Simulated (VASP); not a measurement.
A run of VASP 6.6.1:

INCAR

```
PREC     = Accurate       # precision mode
ENCUT    = 600            # plane-wave cutoff, eV
EDIFF    = 1E-7           # SCF threshold, eV
ISMEAR   = -1             # smearing method
SIGMA    = 0.05           # smearing width, eV
LREAL    = False          # projectors in reciprocal space
LASPH    = True           # aspherical terms in the spheres
NELM     = 60             # most SCF steps
ALGO     = Fast           # electronic algorithm
ISIF     = 3              # what is computed and relaxed
LWAVE    = False          # write WAVECAR
LCHARG   = False          # write CHGCAR
GGA      = PS             # functional
IBRION   = 2              # ionic algorithm
NSW      = 60             # ionic steps
EDIFFG   = -0.01          # ionic threshold
PSTRESS  = 20.0
```

KPOINTS

```
Automatic mesh
0
Gamma
  10 10 8
```

POSCAR

```
Ga
1.0
    1.3830000000     -4.0265000000      0.0000000000
    1.3830000000      4.0265000000      0.0000000000
   -0.1174474948      0.0000000000      3.3299294416
Ga
2
Direct
    0.1310000000      0.8690000000      0.7500000000
    0.8690000000      0.1310000000      0.2500000000
```

Potentials or basis: VASP PAW PBE potentials, release 64 (Ga_d).

Run with:

```sh
$ cat potpaw_PBE.64/Ga_d/POTCAR > POTCAR
$ mpirun -np 1 vasp_std > vasp.out
```

Hardware: 1 thread of Intel Xeon 8259CL, with other jobs on the host.

Estimate the wall time of this run.

It took 45 min on 1 thread of Intel Xeon 8259CL, with other jobs on the host, peak memory 0.32 GiB. Counts: scf iterations 111, k points 227, ion steps 13.
